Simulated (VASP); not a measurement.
# CdSe (Fm-3m) in VASP: settings compared, part 2 of 2

VASP 6.6.1.

### 3 Single point, BLYP+D3(BJ)

This run uses another cell than the first one, of 22.79 Å³/atom, 1.014 times its volume.

The input, INCAR:

```
SYSTEM = CdSe
PREC = Accurate ; ENCUT = 520
EDIFF = 1E-7 ; ISMEAR = -1
SIGMA = 0.05 ; LREAL = .FALSE.
LASPH = .TRUE. ; NELM = 80
ALGO = Normal ; ISIF = 2
LWAVE = .FALSE. ; LCHARG = .FALSE.
GGA = B5 ; ALDAX = 1.0
AGGAX = 1.0 ; AGGAC = 1.0
ALDAC = 0.0 ; IVDW = 12
VDW_S6 = 1.0 ; VDW_S8 = 2.6996
VDW_A1 = 0.4298 ; VDW_A2 = 4.2359
NBANDS = 16
```

The input, KPOINTS:

```
regular mesh
0
G
  8 8 8
  0 0 0
```

The input, POSCAR:

```
CdSe
1.0
    0.0000000000      2.8352720331      2.8352720331
    2.8352720331      0.0000000000      2.8352720331
    2.8352720331      2.8352720331      0.0000000000
Cd Se
1 1
Direct
    0.0000000000      0.0000000000      0.0000000000
    0.5000000000      0.5000000000      0.5000000000
```

Potentials or basis: VASP PAW PBE potentials, release 64 (Cd, Se).

The run is started by

```
cat potpaw_PBE.64/Cd/POTCAR potpaw_PBE.64/Se/POTCAR > POTCAR
mpirun -np 1 vasp_std > vasp.out
```

Wall time 58 s (1 thread of Intel Xeon Platinum 8259CL at 2.50GHz (Skylake/Cascade Lake), shared host); peak memory 0.18 GiB.

Results (log left out):

```yaml
Free_energy: -5.8316 eV
Pressure: 0.6 GPa
Band_gap_on_the_k_mesh: zero (band 9 reaches 3.04 eV, above the bottom of band 10 at 2.52 eV)
Dispersion_energy_per_atom: -0.919 eV
```

Levels at points of the mesh, in eV from the Fermi level:
| k point | band 5 | band 6 | band 7 | band 8 | band 9 | band 10 | band 11 | band 12 | band 13 | band 14 |
| --- | --- | --- | --- | --- | --- | --- | --- | --- | --- | --- |
| (0.00, 0.00, 0.00) | -8.18 | -8.18 | -0.77 | -0.77 | -0.77 | 0.13 | 8.81 | 8.81 | 8.81 | 9.81 |
| (0.50, 0.00, 0.00) | -8.03 | -8.03 | -5.20 | -0.14 | -0.14 | 3.12 | 5.22 | 5.22 | 5.98 | 11.70 |
| (0.50, 0.50, 0.00) | -7.97 | -7.42 | -4.32 | -2.26 | -2.26 | -0.64 | 5.67 | 10.03 | 10.46 | 10.46 |

Caveat: the PAW data sets were made with another functional, which shifts forces and pressure a little; pairwise dispersion overbinds metals, which lowers pressure and volume.

### 4 Single point, BLYP+D4

This run uses another cell than the first one, of 23.22 Å³/atom, 1.033 times its volume.

The input, INCAR:

```
PREC = Accurate ; ENCUT = 520
EDIFF = 1E-7 ; ISMEAR = -1
SIGMA = 0.05 ; LREAL = F
LASPH = T ; NELM = 100
ALGO = Normal ; ISIF = 2
LWAVE = F ; LCHARG = F
GGA = B5 ; ALDAX = 1.0
AGGAX = 1.0 ; AGGAC = 1.0
ALDAC = 0.0 ; IVDW = 13
VDW_S6 = 1.0 ; VDW_S8 = 2.34076671
VDW_A1 = 0.44488865 ; VDW_A2 = 4.0933009
NBANDS = 16
```

The input, KPOINTS:

```
regular mesh
0
Gamma
  8 8 8
```

The input, POSCAR:

```
CdSe
1.0
    0.0000000000      2.8527764402      2.8527764402
    2.8527764402      0.0000000000      2.8527764402
    2.8527764402      2.8527764402      0.0000000000
Cd Se
1 1
Direct
    0.0000000000      0.0000000000      0.0000000000
    0.5000000000      0.5000000000      0.5000000000
```

Potentials or basis: VASP PAW PBE potentials, release 64 (Cd, Se).

The run is started by

```
cat potpaw_PBE.64/Cd/POTCAR potpaw_PBE.64/Se/POTCAR > POTCAR
mpirun -np 1 vasp_std > vasp.out
```

OUTCAR:

```text
PREC = Accurate
   ENCUT = 520
   EDIFF = 1E-7
   ISMEAR = -1
   LREAL = F
   LASPH = T
   NELM = 100
   ISIF = 2
   GGA = B5
   IVDW = 13

 ion  position               nearest neighbor table
   1  0.000  0.000  0.000-   2 2.85   2 2.85   2 2.85   2 2.85   2 2.85   2 2.85
   2  0.500  0.500  0.500-   1 2.85   1 2.85   1 2.85   1 2.85   1 2.85   1 2.85

  LATTYP: Found a face centered cubic cell.
 ALAT       =     5.7055528804

  Lattice vectors:

 A1 = (   0.0000000000,   2.8527764402,   2.8527764402)
 A2 = (   2.8527764402,   0.0000000000,   2.8527764402)
[... 642 lines left out ...]

  DFT-D4 for vdW energy calculation

  Edisp (eV):   -1.52632

  FORCE on cell =-STRESS in cart. coord.  units (eV):
  Direction    XX          YY          ZZ          XY          YZ          ZX
  --------------------------------------------------------------------------------------
  -------------------------------------------------------------------------------------
  Total       0.14097     0.14097     0.14097    -0.00000     0.00000    -0.00000
  in kB       4.86428     4.86428     4.86428    -0.00000     0.00000    -0.00000
  external pressure =        4.86 kB  Pullay stress =        0.00 kB

 VOLUME and BASIS-vectors are now :
 -----------------------------------------------------------------------------
  energy-cutoff  :      520.00
  volume of cell :       46.43
      direct lattice vectors                 reciprocal lattice vectors
     0.000000000  2.852776440  2.852776440    -0.175267852  0.175267852  0.175267852
     2.852776440  0.000000000  2.852776440     0.175267852 -0.175267852  0.175267852
     2.852776440  2.852776440  0.000000000     0.175267852  0.175267852 -0.175267852

 POSITION                                       TOTAL-FORCE (eV/Angst)
 -----------------------------------------------------------------------------------
      0.00000      0.00000      0.00000         0.000000      0.000000      0.000000
      2.85278      2.85278      2.85278        -0.000000     -0.000000      0.000000
 -----------------------------------------------------------------------------------
    total drift:                               -0.000000      0.000000      0.000000

  FREE ENERGIE OF THE ION-ELECTRON SYSTEM (eV)
  ---------------------------------------------------
  free  energy   TOTEN  =        -5.5544433480 eV

  energy  without entropy=       -5.5517435826  energy(sigma->0) =       -5.55309347
```

OSZICAR:

```text
N       E                     dE             d eps       ncg     rms          rms(c)
DAV:   1     0.109950672546E+03    0.10995E+03   -0.90650E+03   960   0.104E+03
DAV:   2    -0.740869768968E+00   -0.11069E+03   -0.10388E+03  1120   0.254E+02
DAV:   3    -0.455082339100E+01   -0.38100E+01   -0.38033E+01  1152   0.486E+01
DAV:   4    -0.456348159796E+01   -0.12658E-01   -0.12658E-01  1080   0.278E+00
DAV:   5    -0.456354304182E+01   -0.61444E-04   -0.61443E-04  1200   0.172E-01    0.516E+00
DAV:   6    -0.405157246024E+01    0.51197E+00   -0.80747E-01  1176   0.105E+01    0.443E+00
DAV:   7    -0.402733886169E+01    0.24234E-01   -0.15044E-01  1056   0.264E+00    0.223E+00
DAV:   8    -0.402798401313E+01   -0.64515E-03   -0.13929E-02  1048   0.137E+00    0.250E-01
DAV:   9    -0.402805670805E+01   -0.72695E-04   -0.10910E-03  1096   0.406E-01    0.473E-02
DAV:  10    -0.402810472883E+01   -0.48021E-04   -0.13649E-04  1056   0.133E-01    0.392E-02
DAV:  11    -0.402812064914E+01   -0.15920E-04   -0.28181E-05  1032   0.478E-02    0.145E-02
DAV:  12    -0.402812062828E+01    0.20866E-07   -0.13983E-06  1088   0.127E-02    0.385E-03
DAV:  13    -0.402812051669E+01    0.11159E-06   -0.36182E-07  1072   0.323E-03    0.256E-03
DAV:  14    -0.402812054761E+01   -0.30927E-07   -0.27743E-08   552   0.122E-03
   1 F= -.55544433E+01 E0= -.55530935E+01  d E =-.269977E-02
```

Wall time 54 s (1 thread of Intel Xeon Platinum 8259CL at 2.50GHz (Skylake/Cascade Lake), shared host); peak memory 0.17 GiB.

Results:

```yaml
Free_energy: -5.5544 eV
Pressure: 0.5 GPa
Band_gap_on_the_k_mesh: zero (band 9 reaches 2.87 eV, above the bottom of band 10 at 2.35 eV)
Dispersion_energy_per_atom: -0.763 eV
```

Caveat: the PAW data sets were made with another functional, which shifts forces and pressure a little; pairwise dispersion overbinds metals, which lowers pressure and volume.

### 5 Summary

```tsv
level	cell	gap on the mesh (eV)	pressure (GPa)
revPBE+D4	a = 3.991 Å, angles 60.0°, 2 atoms	none	0.4
BLYP+D3(BJ)	a = 4.010 Å, angles 60.0°, 2 atoms	none	0.6
BLYP+D4	a = 4.034 Å, angles 60.0°, 2 atoms	none	0.5
```

Alike in all rows: task single point; potentials or basis VASP PAW PBE potentials, release 64 (Cd, Se); no spin polarisation; k mesh 8 × 8 × 8; cutoff (eV) 520; smearing fermi-dirac 0.05 eV.

Caveats: the PAW data sets were made with another functional, which shifts forces and pressure a little; pairwise dispersion overbinds metals, which lowers pressure and volume.

Absolute energies hang on the potentials; compare differences alone.
